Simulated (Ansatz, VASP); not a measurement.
Two plane-wave programs on Au

The input INCAR:

```
PREC = Accurate
ENCUT = 520
EDIFF = 1E-6
ISMEAR = 0
SIGMA = 0.15
LREAL = F
LASPH = T
NELM = 100
ALGO = Fast
ISIF = 2
LWAVE = F
LCHARG = F
GGA = PS
NBANDS = 12
```

File KPOINTS:

```
regular mesh
0
Gamma
  26 26 26
```

POSCAR

```
Au
1.0
   -1.6210733944      1.6210733944      1.7021270641
    1.6210733944     -1.6210733944      1.7021270641
    1.6210733944      1.6210733944     -1.7021270641
Au
1
Direct
    0.0000000000      0.0000000000      0.0000000000
```

Input for Ansatz:

```yaml
crystal:
  lattice:
    - [-1.6210733944, 1.6210733944, 1.7021270641]
    - [1.6210733944, -1.6210733944, 1.7021270641]
    - [1.6210733944, 1.6210733944, -1.7021270641]
  atoms:
    - { symbol: Au, position: [0.0, 0.0, 0.0] }
basis:
  ecutwfc: 420
kpoints:
  mp_grid: { grid: [26, 26, 26] }
hamiltonian:
  xc: pbesol
scf:
  occupations: { method: gaussian, width: 0.15 }
output:
  forces: true
  stress: true
  eigenvalues: true
```

Change from the starting cell: strain +0.000 along x and y, +0.050 along z, atoms carried along.

Alike in both runs: task single point; functional PBEsol; k mesh 26 × 26 × 26; occupations gaussian, width 0.15 eV; no spin polarisation.

|  | VASP | Ansatz |
| --- | --- | --- |
| version | VASP 6.6.1 | Ansatz 0.2.0 |
| potentials or method | VASP PAW PBE potentials, release 64 (Au), cutoff 520 eV | scalar-relativistic, plane waves, PAW |
| valence electrons in the cell | 11 | 19 |

|  | VASP | Ansatz | Ansatz less VASP |
| --- | --- | --- | --- |
| gap on the k mesh at the Fermi level (eV) | none | none | - |
| pressure (GPa) | -7.4 | -7.2 | +0.18 |
| traceless stress, the component that is largest in VASP (GPa) | 0.22 | 0.22 | -0.004 |

VASP's potentials were made for PBE, not for PBEsol. A gap of «none» marks a metal or a gap that the smearing closes. With one functional, cell and mesh, what is left measures potentials, basis and numerics. VASP's potentials hold 11 valence electrons a cell and Ansatz's 19, so a difference there can come from the potentials and not from the codes.

Neither program's run includes spin-orbit coupling.
